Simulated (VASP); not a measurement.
# Si (I4_1/amd) in VASP: G0W0 quasiparticle levels with PBEsol

Aim: the G0W0 quasiparticle levels of Si with PBEsol.

Everything below comes from runs of VASP 6.6.1. Logs are shortened: lines on timing, memory, paths and dates and some standing lists are left out, and cuts for length are marked.

## Step 1: The cell of the first run

It takes space group I4_1/amd (No. 141, tetragonal). The conventional cell has a = 3.888 Å, b = 3.888 Å, c = 5.382 Å, α = 90.00°, β = 90.00°, γ = 90.00°. Within 3.1 Å of Si (site symmetry -4m2) lie 4 Si at 2.36 Å.

## Step 2: G0W0 quasiparticle levels, PBEsol

Contents of POSCAR:

```
Si
1.0
    0.0000000000      2.7494323955      2.6908804370
    2.7494323955      0.0000000000      2.6908804370
    2.7494323955      2.7494323955      0.0000000000
Si
2
Direct
    0.0000000000      0.0000000000      0.0000000000
    0.2500000000      0.2500000000      0.2500000000
```

Contents of INCAR.step1:

```
ALGO = Normal
EDIFF = 1E-8
ENCUT = 500
GGA = PS
ISMEAR = 0
LASPH = True
LCHARG = False
LREAL = False
LWAVE = True
NELM = 60
PREC = Accurate
SIGMA = 0.01
```

Contents of INCAR.step2:

```
ALGO = Exact
EDIFF = 1E-8
ENCUT = 500
GGA = PS
ISMEAR = 0
ISTART = 1
LASPH = True
LCHARG = False
LOPTICS = True
LREAL = False
LWAVE = True
NBANDS = 227
NELM = 1
PREC = Accurate
SIGMA = 0.01
```

Contents of INCAR.step3:

```
ALGO = EVGW0
EDIFF = 1E-8
ENCUT = 500
ENCUTGW = 180.0
GGA = PS
ISMEAR = 0
ISTART = 1
LASPH = True
LCHARG = False
LREAL = False
LWAVE = False
NBANDS = 227
NBANDSGW = 12
NELMGW = 1
NOMEGA = 96
OMEGAMAX = 20
PREC = Accurate
PRECFOCK = Fast
SIGMA = 0.01
```

Contents of KPOINTS:

```
k-points
0
Gamma
  4 4 4
```

Potentials or basis: VASP PAW PBE potentials, release 64 (Si_GW).

Launch:

```bash
> cat potpaw_PBE.64/Si_GW/POTCAR > POTCAR
> cp INCAR.step1 INCAR
> mpirun -np 1 vasp_std > vasp.out
> cp INCAR.step2 INCAR
> mpirun -np 1 vasp_std > vasp.out
> cp INCAR.step3 INCAR
> mpirun -np 1 vasp_std > vasp.out
```

OUTCAR:

```text
EDIFF = 1E-8
   ENCUT = 500
   ENCUTGW = 180.0
   GGA = PS
   ISMEAR = 0
   ISTART = 1
   LASPH = True
   LREAL = False
   NELMGW = 1
   PREC = Accurate
   PRECFOCK = Fast

 ion  position               nearest neighbor table
   1  0.000  0.000  0.000-   2 2.36   2 2.36   2 2.36   2 2.36
   2  0.250  0.250  0.250-   1 2.36   1 2.36   1 2.36   1 2.36

  LATTYP: Found a body centered tetragonal cell.
 ALAT       =     3.8882845825
 C/A-ratio  =     1.3840964466

  Lattice vectors:

 A1 = (   0.0000000000,  -2.7494323955,  -2.6908804370)
 A2 = (   0.0000000000,   2.7494323955,  -2.6908804370)
 A3 = (   2.7494323955,   0.0000000000,   2.6908804370)

Analysis of symmetry for initial positions (statically):
=====================================================================
 Subroutine PRICEL returns:
 Original cell was already a primitive cell.

 Routine SETGRP: Setting up the symmetry group for a
 body centered tetragonal supercell.

 Subroutine GETGRP returns: Found 16 space group operations
 (whereof  8 operations were pure point group operations)
 out of a pool of 16 trial point group operations.

The static configuration has the point symmetry D_2d.
 The point group associated with its full space group is D_4h.

Analysis of symmetry for dynamics (positions and initial velocities):
=====================================================================
 Subroutine PRICEL returns:
 Original cell was already a primitive cell.

 Routine SETGRP: Setting up the symmetry group for a
 body centered tetragonal supercell.

 Subroutine GETGRP returns: Found 16 space group operations
 (whereof  8 operations were pure point group operations)
 out of a pool of 16 trial point group operations.

The dynamic configuration has the point symmetry D_2d.
 The point group associated with its full space group is D_4h.

 Subroutine INISYM returns: Found 16 space group operations
 (whereof  8 operations are pure point group operations),
 and found     1 'primitive' translations

----------------------------------------------------------------------------------------

                                     Primitive cell

  volume of cell :      40.6828

  direct lattice vectors                    reciprocal lattice vectors
     0.000000000  2.749432395  2.690880437    -0.181855717  0.181855717  0.185812789
     2.749432395  0.000000000  2.690880437     0.181855717 -0.181855717  0.185812789
     2.749432395  2.749432395  0.000000000     0.181855717  0.181855717 -0.185812789

  length of vectors
     3.847104889  3.847104889  3.888284583     0.317284409  0.317284409  0.317284409

  position of ions in fractional coordinates (direct lattice)
     0.000000000  0.000000000  0.000000000
     0.250000000  0.250000000  0.250000000

  ion indices of the primitive-cell ions
   primitive index   ion index
                 1           1
                 2           2

----------------------------------------------------------------------------------------

 KPOINTS: k-points

Automatic generation of k-mesh.
 Grid dimensions read from file:
 generate k-points for:    4    4    4

 Generating k-lattice:

  Cartesian coordinates                     Fractional coordinates (reciprocal lattice)
    -0.045463929  0.045463929  0.046453197     0.250000000  0.000000000  0.000000000
     0.045463929 -0.045463929  0.046453197     0.000000000  0.250000000  0.000000000
     0.045463929  0.045463929 -0.046453197     0.000000000  0.000000000  0.250000000

  Length of vectors
     0.079321102  0.079321102  0.079321102

  Shift w.r.t. Gamma in fractional coordinates (k-lattice)
     0.000000000  0.000000000  0.000000000

 Subroutine IBZKPT returns following result:
 ===========================================

 Found     13 irreducible k-points:

 Following reciprocal coordinates:
            Coordinates               Weight
  0.000000  0.000000  0.000000      1.000000
  0.250000 -0.000000  0.000000      8.000000
  0.500000 -0.000000  0.000000      4.000000
  0.250000  0.250000  0.000000      2.000000
  0.500000  0.250000  0.000000      8.000000
 -0.250000  0.250000  0.000000      4.000000
  0.500000  0.500000  0.000000      1.000000
  0.250000  0.000000  0.250000      4.000000
  0.500000  0.000000  0.250000     16.000000
 -0.250000  0.000000  0.250000      8.000000
 -0.250000  0.500000  0.250000      4.000000
  0.500000  0.000000  0.500000      2.000000
 -0.250000  0.250000  0.500000      2.000000
   k-points           NKPTS =     13   k-points in BZ     NKDIM =     64   number of bands    NBANDS=    227
   number of dos      NEDOS =    301   number of ions     NIONS =      2
   total plane-waves  NPLWV =  21952
   dimension x,y,z NGX =    28 NGY =   28 NGZ =   28
   dimension x,y,z NGXF=    56 NGYF=   56 NGZF=   56
   ions per type =               2
   NGX,Y,Z   is equivalent  to a cutoff of  12.10, 12.10, 11.97 a.u.
   NGXF,Y,Z  is equivalent  to a cutoff of  24.20, 24.20, 23.94 a.u.
 SYSTEM =  unknown system
   PREC   = accura    normal or accurate (medium, high low for compatibility)
   ISTART =      1    job   : 0-new  1-cont  2-samecut
   ICHARG =      0    charge: 1-file 2-atom 10-const
   ISPIN  =      1    spin polarized calculation?
   LNONCOLLINEAR =      F non collinear calculations
   LSORBIT =      F    spin-orbit coupling
   LASPH  =      T    aspherical Exc in radial PAW
   ENCUT  =  500.0 eV  36.75 Ry    6.06 a.u.   7.01  7.01  7.09*2*pi/ulx,y,z
   NELM   =     60;   NELMIN=  2; NELMDL=  0     # of ELM steps
   EDIFF  = 0.1E-07   stopping-criterion for ELM
   LREAL  =      F    real-space projection
   EDIFFG = 0.1E-06   stopping-criterion for IOM
   NSW    =      0    number of steps for IOM
   IBRION =     -1    ionic relax: 0-MD 1-quasi-New 2-CG
   NFREE  =      0    steps in history (QN), initial steepest desc. (CG)
   ISIF   =      0    stress and relaxation
   ISYM   =      3    0-nonsym 1-usesym 2-fastsym
   POTIM  = 0.5000    time-step for ionic-motion
   TEBEG  =    0.0;   TEEND  =   0.0 temperature during run
   PSTRESS=    0.0 pullay stress
   NELECT =       8.0000    total number of electrons
   NUPDOWN=      -1.0000    fix difference up-down
   EMIN   =  10.00;   EMAX   =-10.00  energy-range for DOS
   EFERMI =   0.00;   METHOD = LEGACY
   ISMEAR =     0;   SIGMA  =   0.01  broadening in eV -4-tet -1-fermi 0-gaus
   EFERMI_NEDOS =   21; number of points for ismear=-14 and -15
   IALGO  =     38    algorithm
   IMIX   =      4    mixing-type and parameters
     AMIX     =   0.40;   BMIX     =  1.00
     AMIX_MAG =   1.60;   BMIX_MAG =  1.00
  volume/ion in A,a.u.               =      20.34       137.27
  Fermi-wavevector in a.u.,A,eV,Ry     =   0.951995  1.799010 12.330885  0.906294
  Thomas-Fermi vector in A             =   2.080517
   LORBIT       =      0    0 simple, 1 ext, 2 COOP (PROOUT), +10 PAW based schemes
   GGA     = PS    functional components
   LHFCALC =     T    Hartree Fock is set to
   PRECFOCK=fast      Normal, Fast or Accurate (Low or Medium for compatibility)
   ENCUT4O =  -1.0   cutoff for four orbital integrals eV
   NKREDX  =     1    reduce k-point grid by
   NKREDY  =     1    reduce k-point grid by
   NKREDZ  =     1    reduce k-point grid by
   AEXX    =    1.0000 exact exchange contribution
   HFSCREEN=    0.0000 screening length (either q_TF or 0.3 A-1)
   HFSCREENC=   0.0000 screening length for correlation (either q_TF or 0.3 A-1)
   ENCUTFOCK=  -1.0 apply spherical cutoff to Coloumb kernel
   IVDW    =     0    specifies the selected vdW correction
   LEPSILON=     F    determine dielectric tensor
   LRPA    =     F    only Hartree local field effects (RPA)
   LRPAFORCE           =     F    calculate RPA forces
   ENCUTGW             = 180.0    cutoff for response function in eV
   ENCUTGWSOFT         = 144.0    soft cutoff for Coulomb kernel in GW response function in eV
   ENCUTLF             =  -1.0    cutoff for local field effects
   NELMGW              =     1    number of iterations in solving QP/BSE equation
   NELMHF              =     1    number of iterations in the inner HF iteration
   NKREDLFX            =     1    NKREDLFY  =   1   NKREDLFZ  =   1
 non-spin polarized calculation
 Gauss-broadening in eV      SIGMA  =   0.01
  energy-cutoff  :      500.00
  volume of cell :       40.68
 maximum number of plane-waves:      1044
  NGX = 16; NGY = 16; NGZ = 16
   NGX = 13   NGY = 13   NGZ = 15
 maximum number of plane-waves:       241

 QP shifts <psi_nk| G(iteration)W_0 |psi_nk>: iteration 1
 for sc-GW calculations column KS-energies equals QP-energies in previous step
 and V_xc(KS)=  KS-energies - (<T + V_ion + V_H > + <T+V_H+V_ion>^1  + <V_x>^1)

 k-point   1 :       0.0000    0.0000    0.0000
  band No.  KS-energies  QP-energies   sigma(KS)   V_xc(KS)     V^pw_x(r,r')   Z            occupation Imag(sigma)

      1      -6.5783      -7.0358     -11.1006     -10.4380     -17.4010       0.6906       2.0000       1.1346
      2       5.2650       4.6858     -12.1295     -11.3683     -12.9554       0.7609       2.0000       0.0152
      3       5.2650       4.6858     -12.1295     -11.3683     -12.9554       0.7609       2.0000       0.0152
      4       5.4109       4.8330     -12.0919     -11.3317     -12.8847       0.7602       2.0000       0.0132
      5       7.7578       7.8601      -9.9899     -10.1251      -5.5713       0.7574       0.0000      -0.0751
      6       7.8353       7.9362      -9.9812     -10.1143      -5.5465       0.7579       0.0000      -0.0753
      7       7.8353       7.9362      -9.9812     -10.1143      -5.5465       0.7579       0.0000      -0.0753
      8       8.4443       8.6326     -10.8099     -11.0629      -5.8761       0.7442       0.0000      -0.0930
      9      12.7790      12.9251      -9.8025      -9.9949      -4.1967       0.7590       0.0000      -0.2043
     10      12.9450      12.8671      -8.0946      -7.9946      -2.6092       0.7787       0.0000      -0.2792
     11      13.1591      13.3004      -9.8231     -10.0116      -4.1238       0.7492       0.0000      -0.2278
     12      16.1286      16.0079      -8.6028      -8.4436      -2.2401       0.7585       0.0000      -0.5519

 k-point   2 :       0.2500   -0.0000    0.0000
  band No.  KS-energies  QP-energies   sigma(KS)   V_xc(KS)     V^pw_x(r,r')   Z            occupation Imag(sigma)
[... 177 lines left out ...]
      1      -2.3361      -2.8246     -11.6607     -10.9506     -16.0047       0.6878       2.0000       0.4480
      2      -2.3361      -2.8246     -11.6607     -10.9506     -16.0047       0.6878       2.0000       0.4480
      3       1.4503       0.9029     -10.7531     -10.0039     -12.8151       0.7306       2.0000       0.0713
      4       1.4503       0.9029     -10.7531     -10.0039     -12.8151       0.7306       2.0000       0.0713
      5       9.6411       9.6453      -9.6811      -9.6867      -4.8704       0.7556       0.0000      -0.1068
      6       9.6411       9.6453      -9.6811      -9.6867      -4.8704       0.7556       0.0000      -0.1068
      7      10.3829      10.4969     -10.0297     -10.1842      -4.6551       0.7381       0.0000      -0.1521
      8      10.3829      10.4969     -10.0297     -10.1842      -4.6551       0.7381       0.0000      -0.1521
      9      15.4732      15.5186     -10.6458     -10.7083      -3.8995       0.7246       0.0000      -0.5144
     10      15.4732      15.5186     -10.6458     -10.7083      -3.8995       0.7246       0.0000      -0.5144
     11      17.8864      17.9497     -10.3397     -10.4263      -3.3871       0.7311       0.0000      -0.6945
     12      17.8864      17.9497     -10.3397     -10.4263      -3.3871       0.7311       0.0000      -0.6945
```

Run time: 2.4 min. Hardware: 1 thread of Intel Xeon 6975P-C (Granite Rapids), shared host; peak memory 0.58 GiB.

What came out:

```yaml
Quasiparticle_gap: 1.00 eV
Least_direct_quasiparticle_gap: 3.03 eV
Band_gap_of_the_starting_levels_on_the_mesh: 0.39 eV
Least_direct_gap_of_the_starting_levels_on_the_mesh: 2.35 eV
```

Caveat: the k points lie up to 0.50 Å⁻¹ apart; bands, screening cutoff and mesh are small and nothing is extrapolated, so the quasiparticle values aren't converged.
